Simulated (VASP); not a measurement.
# Mg in VASP: further runs

Runs on Mg. Level: PBE. Tasks: single point.

Everything below comes from runs of VASP 6.6.1. Logs are shortened: lines on timing, memory, paths and dates and some standing lists are left out, and cuts for length are marked.

## (1) The cell of the first run

Symmetry: P6_3/mmc, No. 194, hexagonal system. The conventional cell has a = 3.306 Å, b = 3.306 Å, c = 5.210 Å, α = 90.00°, β = 90.00°, γ = 120.00°. Within 4.2 Å of Mg (site symmetry -6m2) lie 12 Mg at 3.23 to 3.31 Å.

## (2) Single point, PBE (equal xx and yy strain of +3 %)

The input, INCAR:

```
SYSTEM = Mg
  ALGO = Normal
  EDIFF = 1E-6
  ENCUT = 520
  GGA = PE
  ISIF = 2
  ISMEAR = -1
  LASPH = .True.
  LCHARG = .True.
  LELF = .True.
  LREAL = .False.
  LVHAR = .True.
  LWAVE = .False.
  NBANDS = 9
  NELM = 100
  PREC = Accurate
  SIGMA = 0.08
```

The input, KPOINTS:

```
k-points
0
Gamma
  12 12 7
  0 0 0
```

The input, POSCAR:

```
Mg
1.0
    3.3055496785      0.0000000000      0.0000000000
   -1.6527748392      2.8626899950      0.0000000000
    0.0000000000      0.0000000000      5.2103300000
Mg
2
Direct
    0.3333333333      0.6666666667      0.2500000000
    0.6666666667      0.3333333333      0.7500000000
```

Potentials or basis: VASP PAW PBE potentials, release 64 (Mg).

On the command line:

```sh
> cat potpaw_PBE.64/Mg/POTCAR > POTCAR
> mpirun -np 1 vasp_std > vasp.out
```

OUTCAR:

```text
SYSTEM = Mg
   EDIFF = 1E-6
   ENCUT = 520
   GGA = PE
   ISIF = 2
   ISMEAR = -1
   LASPH = .True.
   LREAL = .False.
   NELM = 100
   PREC = Accurate

 ion  position               nearest neighbor table
   1  0.333  0.667  0.250-   2 3.23   2 3.23   2 3.23   2 3.23   2 3.23   2 3.23
   2  0.667  0.333  0.750-   1 3.23   1 3.23   1 3.23   1 3.23   1 3.23   1 3.23

  LATTYP: Found a hexagonal cell.
 ALAT       =     3.3055496785
 C/A-ratio  =     1.5762370882

  Lattice vectors:

 A1 = (   3.3055496785,   0.0000000000,   0.0000000000)
 A2 = (  -1.6527748392,   2.8626899950,   0.0000000000)
 A3 = (   0.0000000000,   0.0000000000,   5.2103300000)

Analysis of symmetry for initial positions (statically):
=====================================================================
 Subroutine PRICEL returns:
 Original cell was already a primitive cell.

 Routine SETGRP: Setting up the symmetry group for a
 hexagonal supercell.

 Subroutine GETGRP returns: Found 24 space group operations
 (whereof 12 operations were pure point group operations)
 out of a pool of 24 trial point group operations.

The static configuration has the point symmetry D_3d.
 The point group associated with its full space group is D_6h.

Analysis of symmetry for dynamics (positions and initial velocities):
=====================================================================
 Subroutine PRICEL returns:
 Original cell was already a primitive cell.

 Routine SETGRP: Setting up the symmetry group for a
 hexagonal supercell.

 Subroutine GETGRP returns: Found 24 space group operations
 (whereof 12 operations were pure point group operations)
 out of a pool of 24 trial point group operations.

The dynamic configuration has the point symmetry D_3d.
 The point group associated with its full space group is D_6h.

 Subroutine INISYM returns: Found 24 space group operations
 (whereof 12 operations are pure point group operations),
 and found     1 'primitive' translations

----------------------------------------------------------------------------------------

                                     Primitive cell

  volume of cell :      49.3041

  direct lattice vectors                    reciprocal lattice vectors
     3.305549678  0.000000000  0.000000000     0.302521546  0.174660896  0.000000000
    -1.652774839  2.862689995  0.000000000     0.000000000  0.349321792  0.000000000
     0.000000000  0.000000000  5.210330000     0.000000000  0.000000000  0.191926423

  length of vectors
     3.305549678  3.305549678  5.210330000     0.349321792  0.349321792  0.191926423

  position of ions in fractional coordinates (direct lattice)
[... 87 lines left out ...]
   POTIM  = 0.5000    time-step for ionic-motion
   TEBEG  =    0.0;   TEEND  =   0.0 temperature during run
   PSTRESS=    0.0 pullay stress
   NELECT =       4.0000    total number of electrons
   NUPDOWN=      -1.0000    fix difference up-down
   EMIN   =  10.00;   EMAX   =-10.00  energy-range for DOS
   EFERMI =   0.00;   METHOD = LEGACY
   ISMEAR =    -1;   SIGMA  =   0.08  broadening in eV -4-tet -1-fermi 0-gaus
   EFERMI_NEDOS =   21; number of points for ismear=-14 and -15
   IALGO  =     38    algorithm
   IMIX   =      4    mixing-type and parameters
     AMIX     =   0.40;   BMIX     =  1.00
     AMIX_MAG =   1.60;   BMIX_MAG =  1.00
  volume/ion in A,a.u.               =      24.65       166.36
  Fermi-wavevector in a.u.,A,eV,Ry     =   0.708708  1.339263  6.833750  0.502266
  Thomas-Fermi vector in A             =   1.795095
   LORBIT       =      0    0 simple, 1 ext, 2 COOP (PROOUT), +10 PAW based schemes
   GGA     = PE    functional components
   LHFCALC =     F    Hartree Fock is set to
   AEXX    =    0.0000 exact exchange contribution
   IVDW    =     0    specifies the selected vdW correction
   LEPSILON=     F    determine dielectric tensor
   LRPA    =     F    only Hartree local field effects (RPA)
 non-spin polarized calculation
  energy-cutoff  :      520.00
  volume of cell :       49.30
 maximum number of plane-waves:      1351
 NGX is ok and might be reduce to    28
   NGX = 13   NGY = 13   NGZ = 19

 number of electron       4.0000000 magnetization

 Free energy of the ion-electron system (eV)
  ---------------------------------------------------
  ext. energy  EPLUGINS =         0.00000000
  ---------------------------------------------------
  free energy    TOTEN  =        -2.99376652 eV

  energy without entropy =       -2.97570635  energy(sigma->0) =       -2.98473644

 E-fermi :   2.2236     XC(G=0):  -8.2732

 val. band max:        2.1513671003   @ k =   0.1667   0.0833   0.0000
 cond. band min:       2.2600225272   @ k =   0.1667   0.1667   0.0000
 fundamental gap:      0.1086554270
 Fermi energy:         2.2236373144

 k-point     1 :       0.0000    0.0000    0.0000
  band No.  band energies     occupation
      1      -4.3583      2.00000
      2       0.8519      2.00000
      3       1.2954      1.99998
      4      12.4076      0.00000
      5      12.4076      0.00000
      6      12.5054      0.00000
      7      12.5054      0.00000
      8      13.7777      0.00000
      9      14.7347      0.00000
[... 265 lines left out ...]
 k-point    24 :       0.3333    0.0000    0.1429
  band No.  band energies     occupation
      1      -2.2218      2.00000
      2       1.5643      1.99947
      3       3.5958      0.00000
      4       4.7755      0.00000
      5       7.3102      0.00000
      6       9.0500      0.00000
      7       9.5674      0.00000
      8      11.0242      0.00000
      9      12.4392      0.00000

 [... further k-points ...]

------------------------ aborting loop because EDIFF is reached ----------------------------------------

  FORCE on cell =-STRESS in cart. coord.  units (eV):
  Direction    XX          YY          ZZ          XY          YZ          ZX
  --------------------------------------------------------------------------------------
  -------------------------------------------------------------------------------------
  Total       -0.7854079     -0.7854079     -0.5904016     -0.0000000      0.0000000      0.0000000
  in kB      -25.5224646    -25.5224646    -19.1855787     -0.0000000      0.0000000      0.0000000
  external PRESSURE =     -23.4101693 kB  Pullay stress =       0.0000000 kB

 VOLUME and BASIS-vectors are now :
 -----------------------------------------------------------------------------
  energy-cutoff  :      520.00
  volume of cell :       49.30
      direct lattice vectors                 reciprocal lattice vectors
     3.305549678  0.000000000  0.000000000     0.302521546  0.174660896  0.000000000
    -1.652774839  2.862689995  0.000000000     0.000000000  0.349321792  0.000000000
     0.000000000  0.000000000  5.210330000     0.000000000  0.000000000  0.191926423

 POSITION                                       TOTAL-FORCE (eV/Angst)
 -----------------------------------------------------------------------------------
     -0.00000      1.90846      1.30258         0.000000      0.000000      0.000000
      1.65277      0.95423      3.90775        -0.000000     -0.000000      0.000000
 -----------------------------------------------------------------------------------
    total drift:                               -0.000000      0.000000     -0.000000

  FREE ENERGIE OF THE ION-ELECTRON SYSTEM (eV)
  ---------------------------------------------------
  free  energy   TOTEN  =        -2.9937665201 eV

  energy  without entropy=       -2.9757063540  energy(sigma->0) =       -2.98473644
```

OSZICAR:

```text
N       E                     dE             d eps       ncg     rms          rms(c)
DAV:   1    -0.445625099781E+00   -0.44563E+00   -0.12577E+03  1368   0.309E+02
DAV:   2    -0.297302864818E+01   -0.25274E+01   -0.24436E+01  1873   0.263E+01
DAV:   3    -0.300690479420E+01   -0.33876E-01   -0.33755E-01  1688   0.257E+00
DAV:   4    -0.300703087720E+01   -0.12608E-03   -0.12608E-03  1831   0.158E-01
DAV:   5    -0.300703136868E+01   -0.49148E-06   -0.49130E-06  1718   0.940E-03    0.973E-01
DAV:   6    -0.300136985089E+01    0.56615E-02   -0.81144E-04  1574   0.218E-01    0.625E-01
DAV:   7    -0.299375325414E+01    0.76166E-02   -0.32257E-03  1413   0.383E-01    0.360E-02
DAV:   8    -0.299376864636E+01   -0.15392E-04   -0.20230E-05  1931   0.271E-02    0.828E-03
DAV:   9    -0.299376684319E+01    0.18032E-05   -0.14844E-06  1503   0.581E-03    0.620E-04
DAV:  10    -0.299376652009E+01    0.32310E-06   -0.68618E-09   785   0.502E-04
   1 F= -.29937665E+01 E0= -.29847364E+01  d E =-.180602E-01
```

Wall time 11 s (1 thread of Intel Xeon 6975P-C (Granite Rapids), shared host); peak memory 0.19 GiB.

What came out:

| Property | Result |
| --- | --- |
| Free energy | -2.9938 eV |
| Pressure | -2.3 GPa |
| Band gap on the k mesh | zero (bands 2 and 3 overlap by 1.87 eV) |

Stress tensor (GPa, compression positive):
```
-2.55  0.00  0.00
 0.00 -2.55  0.00
 0.00  0.00 -1.92
```

Caveat: the cell differs from its parent crystal (equal xx and yy strain of +3 %).

## (3) Single point, PBE (equal xy, yz and zx shear strains of -1 %)

The input, INCAR:

```
SYSTEM = Mg
PREC     = Accurate       ! precision mode
ENCUT    = 520            ! plane-wave cutoff, eV
EDIFF    = 1E-6           ! SCF threshold, eV
ISMEAR   = -1             ! smearing method
SIGMA    = 0.08           ! smearing width, eV
LREAL    = .FALSE.        ! projectors in reciprocal space
LASPH    = .TRUE.         ! aspherical terms in the spheres
NELM     = 80             ! most SCF steps
ALGO     = Normal         ! electronic algorithm
ISIF     = 2              ! what is computed and relaxed
LWAVE    = .FALSE.        ! write WAVECAR
LCHARG   = .FALSE.        ! write CHGCAR
GGA      = PE             ! functional
NBANDS   = 9              ! bands
```

The input, KPOINTS:

```
regular mesh
0
G
  12 12 7
  0 0 0
```

The input, POSCAR:

```
Mg
1.0
    3.2092715325     -0.0160463577     -0.0160463577
   -1.6185323196      2.7873338536     -0.0058733745
   -0.0260516500     -0.0260516500      5.2103300000
Mg
2
Direct
    0.3333333333      0.6666666667      0.2500000000
    0.6666666667      0.3333333333      0.7500000000
```

Potentials or basis: VASP PAW PBE potentials, release 64 (Mg).

On the command line:

```sh
> cat potpaw_PBE.64/Mg/POTCAR > POTCAR
> mpirun -np 1 vasp_std > vasp.out
```

Wall time 36 s (1 thread of Intel Xeon 6975P-C (Granite Rapids), shared host); peak memory 0.31 GiB.

Results (log left out):

- Free energy: -3.0196 eV
- Pressure: -0.6 GPa
- Largest force: 0.008 eV/Å
- Band gap on the k mesh: zero (bands 2 and 3 overlap by 2.24 eV)

Forces on the atoms (eV/Å):
```
Mg   0.008  0.000  0.000
Mg  -0.008  0.000  0.000
```

Stress tensor (GPa, compression positive):
```
-0.31  0.16  0.18
 0.16 -0.31  0.18
 0.18  0.18 -1.06
```

Levels at points of the mesh, in eV from the Fermi level:
```
           k point  band 1  band 2  band 3  band 4  band 5  band 6
(0.00, 0.00, 0.00)   -6.84   -1.62   -1.20   10.80   10.90   11.02
(0.50, 0.00, 0.00)   -2.05   -2.03    2.70    3.06    3.35    3.76
(0.00, 0.50, 0.00)   -2.08   -2.08    2.67    3.05    3.30    3.71
(0.50, 0.50, 0.00)   -2.13   -2.11    2.63    3.03    3.25    3.66
```

Caveat: the cell differs from its parent crystal (equal xy, yz and zx shear strains of -1 %).

## (4) Single point, PBE (equal xy, yz and zx shear strains of +2 %)

The input, INCAR:

```
SYSTEM = Mg
PREC = Accurate
ENCUT = 520
EDIFF = 1E-7
ISMEAR = -1
SIGMA = 0.08
LREAL = .FALSE.
LASPH = .TRUE.
NELM = 100
ALGO = Normal
ISIF = 2
LWAVE = .FALSE.
LCHARG = .FALSE.
GGA = PE
NBANDS = 9
```

The input, KPOINTS:

```
Automatic mesh
0
G
  12 12 7
  0 0 0
```

The input, POSCAR:

```
Mg
1.0
    3.2092715325      0.0320927153      0.0320927153
   -1.5768426594      2.7632643171      0.0117467491
    0.0521033000      0.0521033000      5.2103300000
Mg
2
Direct
    0.3333333333      0.6666666667      0.2500000000
    0.6666666667      0.3333333333      0.7500000000
```

Potentials or basis: VASP PAW PBE potentials, release 64 (Mg).

On the command line:

```sh
> cat potpaw_PBE.64/Mg/POTCAR > POTCAR
> mpirun -np 1 vasp_std > vasp.out
```

OUTCAR:

```text
SYSTEM = Mg
   PREC = Accurate
   ENCUT = 520
   EDIFF = 1E-7
   ISMEAR = -1
   LREAL = .FALSE.
   LASPH = .TRUE.
   NELM = 100
   ISIF = 2
   GGA = PE

 ion  position               nearest neighbor table
   1  0.333  0.667  0.250-   2 3.16   2 3.17   2 3.18   2 3.20   2 3.23   2 3.25
   2  0.667  0.333  0.750-   1 3.16   1 3.17   1 3.18   1 3.20   1 3.23   1 3.25

  LATTYP: Found a triclinic cell.
 ALAT       =     3.2374012515
 B/A-ratio  =     0.9827452114
 C/A-ratio  =     1.6095783631
 COS(alpha) =     0.0074204947
 COS(beta)  =     0.0272158148
 COS(gamma) =     0.5000757388

  Lattice vectors:

 A1 = (   1.6324288731,   2.7953570324,   0.0438394644)
 A2 = (  -1.5768426594,   2.7632643171,   0.0117467491)
 A3 = (   0.0521033000,   0.0521033000,   5.2103300000)

Analysis of symmetry for initial positions (statically):
=====================================================================
 Subroutine PRICEL returns:
 Original cell was already a primitive cell.

 Routine SETGRP: Setting up the symmetry group for a
 triclinic supercell.

 Subroutine GETGRP returns: Found  2 space group operations
 (whereof  2 operations were pure point group operations)
 out of a pool of  2 trial point group operations.

The static configuration has the point symmetry S_2 .

Analysis of symmetry for dynamics (positions and initial velocities):
=====================================================================
 Subroutine PRICEL returns:
 Original cell was already a primitive cell.

 Routine SETGRP: Setting up the symmetry group for a
 triclinic supercell.

 Subroutine GETGRP returns: Found  2 space group operations
 (whereof  2 operations were pure point group operations)
 out of a pool of  2 trial point group operations.

The dynamic configuration has the point symmetry S_2 .

 Subroutine INISYM returns: Found  2 space group operations
 (whereof  2 operations are pure point group operations),
 and found     1 'primitive' translations
[... 117 lines left out ...]
  Fermi-wavevector in a.u.,A,eV,Ry     =   0.722884  1.366052  7.109870  0.522561
  Thomas-Fermi vector in A             =   1.812959
   LORBIT       =      0    0 simple, 1 ext, 2 COOP (PROOUT), +10 PAW based schemes
   GGA     = PE    functional components
   LHFCALC =     F    Hartree Fock is set to
   AEXX    =    0.0000 exact exchange contribution
   IVDW    =     0    specifies the selected vdW correction
   LEPSILON=     F    determine dielectric tensor
   LRPA    =     F    only Hartree local field effects (RPA)
 non-spin polarized calculation
  energy-cutoff  :      520.00
  volume of cell :       46.46
 maximum number of plane-waves:      1273
   NGX = 11   NGY = 11   NGZ = 19

 number of electron       4.0000000 magnetization

 Free energy of the ion-electron system (eV)
  ---------------------------------------------------
  ext. energy  EPLUGINS =         0.00000000
  ---------------------------------------------------
  free energy    TOTEN  =        -3.01747260 eV

  energy without entropy =       -2.99978212  energy(sigma->0) =       -3.00862736

 E-fermi :   2.5343     XC(G=0):  -8.4545

 val. band max:        2.5313716381   @ k =  -0.3333   0.5000   0.1429
 cond. band min:       2.5529785794   @ k =   0.5000   0.4167   0.4286
 fundamental gap:      0.0216069413
 Fermi energy:         2.5342713791

 k-point     1 :       0.0000    0.0000    0.0000
  band No.  band energies     occupation
      1      -4.3088      2.00000
      2       0.9093      2.00000
      3       1.3324      2.00000
      4      13.2241      0.00000
      5      13.3315      0.00000
      6      13.6580      0.00000
      7      13.6986      0.00000
      8      14.3780      0.00000
      9      15.8955      0.00000
[... 265 lines left out ...]
 k-point    24 :       0.3333    0.1667    0.0000
  band No.  band energies     occupation
      1      -0.6524      2.00000
      2       2.3864      1.72783
      3       4.2382      0.00000
      4       4.8343      0.00000
      5       5.9741      0.00000
      6       7.2967      0.00000
      7       8.5348      0.00000
      8      10.5938      0.00000
      9      11.5844      0.00000

 [... further k-points ...]

------------------------ aborting loop because EDIFF is reached ----------------------------------------

  FORCE on cell =-STRESS in cart. coord.  units (eV):
  Direction    XX          YY          ZZ          XY          YZ          ZX
  --------------------------------------------------------------------------------------
  -------------------------------------------------------------------------------------
  Total       -0.0938572     -0.0867679     -0.2822245     -0.0933356     -0.1028724     -0.1071345
  in kB       -3.2366727     -2.9921972     -9.7325353     -3.2186841     -3.5475616     -3.6945412
  external PRESSURE =      -5.3204684 kB  Pullay stress =       0.0000000 kB

 VOLUME and BASIS-vectors are now :
 -----------------------------------------------------------------------------
  energy-cutoff  :      520.00
  volume of cell :       46.46
      direct lattice vectors                 reciprocal lattice vectors
     3.209271532  0.032092715  0.032092715     0.309877359  0.176850622 -0.004867280
    -1.576842659  2.763264317  0.011746749    -0.003563096  0.359872708 -0.003563096
     0.052103300  0.052103300  5.210330000    -0.001900638 -0.001900638  0.191964436

 POSITION                                       TOTAL-FORCE (eV/Angst)
 -----------------------------------------------------------------------------------
      0.03155      1.86590      1.32111        -0.011214      0.000454      0.002158
      1.65298      0.98156      3.93306         0.011214     -0.000454     -0.002158
 -----------------------------------------------------------------------------------
    total drift:                                0.000000     -0.000000     -0.000000

  FREE ENERGIE OF THE ION-ELECTRON SYSTEM (eV)
  ---------------------------------------------------
  free  energy   TOTEN  =        -3.0174725953 eV

  energy  without entropy=       -2.9997821179  energy(sigma->0) =       -3.00862736
```

OSZICAR:

```text
N       E                     dE             d eps       ncg     rms          rms(c)
DAV:   1    -0.313460804702E+00   -0.31346E+00   -0.12817E+03  9108   0.313E+02
DAV:   2    -0.298752444107E+01   -0.26741E+01   -0.25863E+01 11955   0.272E+01
DAV:   3    -0.303081695883E+01   -0.43293E-01   -0.42963E-01 11659   0.280E+00
DAV:   4    -0.303095027068E+01   -0.13331E-03   -0.13330E-03 11800   0.155E-01
DAV:   5    -0.303095091914E+01   -0.64846E-06   -0.64817E-06 11252   0.100E-02    0.962E-01
DAV:   6    -0.302494169033E+01    0.60092E-02   -0.66281E-04 10494   0.197E-01    0.616E-01
DAV:   7    -0.301746098704E+01    0.74807E-02   -0.25835E-03  9494   0.343E-01    0.344E-02
DAV:   8    -0.301747418142E+01   -0.13194E-04   -0.18169E-05 12993   0.252E-02    0.767E-03
DAV:   9    -0.301747286840E+01    0.13130E-05   -0.12605E-06 10052   0.540E-03    0.617E-04
DAV:  10    -0.301747263850E+01    0.22990E-06   -0.10571E-08  7820   0.472E-04    0.193E-04
DAV:  11    -0.301747259529E+01    0.43206E-07   -0.10499E-09  5184   0.211E-04
   1 F= -.30174726E+01 E0= -.30086274E+01  d E =-.176905E-01
```

Run time: 40 s. Hardware: 1 thread of Intel Xeon 6975P-C (Granite Rapids), shared host; peak memory 0.31 GiB.

What came out:

```yaml
Free_energy: -3.0175 eV
Pressure: -0.5 GPa
Largest_force: 0.011 eV/Å
Band_gap_on_the_k_mesh: zero (bands 2 and 3 overlap by 2.24 eV)
```

Forces on the atoms (eV/Å):
```
Mg  -0.011  0.000  0.002
Mg   0.011  0.000 -0.002
```

Caveat: the cell differs from its parent crystal (equal xy, yz and zx shear strains of +2 %).

## (5) Overview

```csv
cell,gap on the mesh (eV),pressure (GPa),largest force (eV/Å)
"a = 3.306, b = 3.306, c = 5.210 Å, angles 90.0, 90.0, 120.0°, 2 atoms",none,-2.3,-
"a = 3.209, b = 3.223, c = 5.210 Å, angles 90.2, 90.6, 120.4°, 2 atoms",none,-0.6,0.01
"a = 3.210, b = 3.182, c = 5.211 Å, angles 89.6, 88.8, 119.1°, 2 atoms",none,-0.5,0.01
```

Alike in all rows: task single point; level PBE; potentials or basis VASP PAW PBE potentials, release 64 (Mg); no spin polarisation; k mesh 12 × 12 × 7; cutoff (eV) 520; smearing fermi-dirac 0.08 eV.

Total energies depend on the potentials used, so only differences within one code and one set of settings carry meaning.
